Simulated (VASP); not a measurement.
A run of VASP 6.6.1:

The input INCAR:

```
SYSTEM = Ni
PREC = Accurate ; ENCUT = 600
EDIFF = 1E-7 ; ISMEAR = -1
SIGMA = 0.05 ; LREAL = .False.
LASPH = .True. ; NELM = 200
ALGO = Normal ; ISIF = 3
LWAVE = .False. ; LCHARG = .False.
ISPIN = 2 ; MAGMOM = 1 1
LORBIT = 11 ; LMAXMIX = 4
GGA = B5 ; ALDAX = 1.0
AGGAX = 1.0 ; AGGAC = 1.0
ALDAC = 0.0 ; IVDW = 12
IBRION = 2 ; NSW = 60
EDIFFG = -0.01 ; VDW_S6 = 1.0
VDW_S8 = 2.6996 ; VDW_A1 = 0.4298
VDW_A2 = 4.2359 ; GGA_COMPAT = .False.
NELMIN = 4
```

Contents of KPOINTS:

```
regular mesh
0
Gamma
  12 12 7
  0 0 0
```

File POSCAR:

```
Ni
1.0
    2.4480228978      0.0000000000      0.0000000000
   -1.2240114489      2.1200500186      0.0000000000
    0.0000000000      0.0000000000      4.0728075700
Ni
2
Direct
    0.6666666667      0.3333333333      0.7500000000
    0.3333333333      0.6666666667      0.2500000000
```

Potentials or basis: VASP PAW PBE potentials, release 64 (Ni).

Command:

```bash
$ cat potpaw_PBE.64/Ni/POTCAR > POTCAR
$ mpirun -np 1 vasp_std > vasp.out
```

Hardware: 1 thread of Intel Xeon 8259CL, with other jobs on the host.

Problem. Estimate the wall time of this run.

Solution. It took 7.8 min on 1 thread of Intel Xeon 8259CL (shared host), peak memory 0.2 GiB. Counts: scf iterations 53, k points 76, ion steps 6.
